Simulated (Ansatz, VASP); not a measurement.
Given: the input of a run of VASP 6.6.1 on Pd.

The input INCAR:

```
ALGO = Normal
EDIFF = 1E-6
ENCUT = 520
GGA = PE
ISIF = 2
ISMEAR = 0
LASPH = True
LCHARG = False
LREAL = False
LWAVE = False
NBANDS = 11
NELM = 100
PREC = Accurate
SIGMA = 0.012
```

File KPOINTS:

```
k-points
0
Gamma
  12 12 12
```

POSCAR

```
Pd
1.0
   -1.5722810000      1.5722810000      1.5722810000
    1.5722810000     -1.5722810000      1.5722810000
    1.5722810000      1.5722810000     -1.5722810000
Pd
1
Direct
    0.0000000000      0.0000000000      0.0000000000
```

Potentials or basis: VASP PAW PBE potentials, release 64 (Pd).

The run is started by

```console
$ cat potpaw_PBE.64/Pd/POTCAR > POTCAR
$ mpirun -np 1 vasp_std > vasp.out
```

Question: Translate it to Ansatz 0.2.0. Potentials there: Ansatz PAW.

Answer: As run (the cutoff follows the program's own potentials):

input.yaml

```yaml
crystal:
  lattice:
    - [-1.572281, 1.572281, 1.572281]
    - [1.572281, -1.572281, 1.572281]
    - [1.572281, 1.572281, -1.572281]
  atoms:
    - { symbol: Pd, position: [0.0, 0.0, 0.0] }
hamiltonian:
  xc: pbe
  pseudopotentials: { kind: paw }
kpoints:
  mp_grid: { grid: [12, 12, 12] }
scf:
  occupations: { method: gaussian, width: 0.012 }
output:
  forces: true
  stress: true
  eigenvalues: true
```

Potentials or basis: Ansatz PAW.

Command:

```sh
$ ansatz run input.yaml --threads 2 --pin off --max-ram 5632MiB --backend cpu --events-out ev --progress --plain --runs-dir out
```

Both were run:

|  | VASP | Ansatz | Ansatz less VASP |
| --- | --- | --- | --- |
| gap on the k mesh at the Fermi level (eV) | none | none | - |
| pressure (GPa) | -1.7 | -1.2 | +0.40 |

A gap of «none» marks a metal or a gap that the smearing closes. VASP's potentials hold 10 valence electrons a cell and Ansatz's 18, so a difference there can come from the potentials and not from the codes.
